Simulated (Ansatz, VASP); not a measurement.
# Two plane-wave programs on Pt

```
CELL_PARAMETERS angstrom
0.00000 2.01400 2.01400
2.01400 0.00000 2.01400
2.01400 2.01400 0.00000
ATOMIC_POSITIONS crystal
Pt 0.00000 0.00000 0.00000
```

Alike in both runs: task single point; functional PBE; k mesh 12 × 12 × 12; occupations fermi-dirac, width 0.05 eV; no spin polarisation.

```csv
,VASP,Ansatz
version,VASP 6.6.1,Ansatz 0.2.0
potentials or method,"VASP PAW PBE potentials, release 64 (Pt), cutoff 520 eV","PAW, plane waves, scalar-relativistic"
valence electrons in the cell,10,18
```

Ansatz gave:

| Quantity | Value |
| --- | --- |
| pressure (GPa) | -9.4 |

**Question.** Estimate VASP's values.

**Answer.** Pressure (GPa): -9.9.

VASP's potentials hold 10 valence electrons a cell and Ansatz's 18, so a difference there can come from the potentials and not from the codes.

Neither program's run includes spin-orbit coupling.
